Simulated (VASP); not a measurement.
Write the native input for VASP 6.6.1 that does the following.

| Item | Value |
| --- | --- |
| Task | single point |
| Functional | r2SCAN |
| Potentials or basis | VASP PAW PBE potentials, release 64 (Ga_d, Sb) |
| Cutoff | 550 eV |
| k mesh | 3 × 3 × 3 |
| Occupations | fermi-dirac, width 0.05 eV |
| Spin | no spin polarisation |
| Dipole correction | no |
| Further INCAR settings | ALGO = Normal; EDIFF = 1e-06; NBANDS = 16 |

Crystal: GaSb.

```
Ga Sb
1.0
    -2.75343    2.75343    1.59071
     2.75343   -2.75343    1.59071
     2.75343    2.75343   -1.59071
Ga Sb
1 1
Direct
  0.25000 0.75000 0.50000
  0.00000 0.00000 0.00000
```

The input as run:

POSCAR

```
GaSb
1.0
   -2.7534340000      2.7534340000      1.5907070000
    2.7534340000     -2.7534340000      1.5907070000
    2.7534340000      2.7534340000     -1.5907070000
Ga Sb
1 1
Direct
    0.2500000000      0.7500000000      0.5000000000
    0.0000000000      0.0000000000      0.0000000000
```

INCAR.step1

```
SYSTEM = GaSb
ALGO = Normal
EDIFF = 1E-5
ENCUT = 550
GGA = PE
GGA_COMPAT = .FALSE.
ISMEAR = -1
LASPH = .TRUE.
LCHARG = .FALSE.
LREAL = .FALSE.
LWAVE = .TRUE.
NBANDS = 16
NELM = 120
PREC = Accurate
SIGMA = 0.05
```

INCAR.step2

```
SYSTEM = GaSb
ALGO = Normal
EDIFF = 1E-6
ENCUT = 550
GGA_COMPAT = .FALSE.
ISIF = 2
ISMEAR = -1
ISTART = 1
LASPH = .TRUE.
LCHARG = .FALSE.
LMIXTAU = .TRUE.
LREAL = .FALSE.
LWAVE = .FALSE.
METAGGA = R2SCAN
NBANDS = 16
NELM = 120
PREC = Accurate
SIGMA = 0.05
```

KPOINTS

```
k-points
0
G
  3 3 3
  0 0 0
```

Potentials or basis: VASP PAW PBE potentials, release 64 (Ga_d, Sb).

Run with:

```sh
$ cat potpaw_PBE.64/Ga_d/POTCAR potpaw_PBE.64/Sb/POTCAR > POTCAR
$ cp INCAR.step1 INCAR
$ mpirun -np 1 vasp_std > vasp.out
$ cp INCAR.step2 INCAR
$ mpirun -np 1 vasp_std > vasp.out
```

Results of the run:

- Pressure: -1.7 GPa
- Band gap on the k mesh: zero (band 9 reaches 7.51 eV, above the bottom of band 10 at 3.38 eV)

Caveat: the k points lie up to 0.76 Å⁻¹ apart; the PAW data sets were made with another functional, which shifts forces and pressure a little; spin-orbit coupling is left out, which moves the levels of the heavy elements.

It took 24 s on 1 thread of Intel(R) Xeon(R) Platinum 8375C CPU @ 2.90GHz (Ice Lake), on a shared host, peak memory 0.18 GiB.
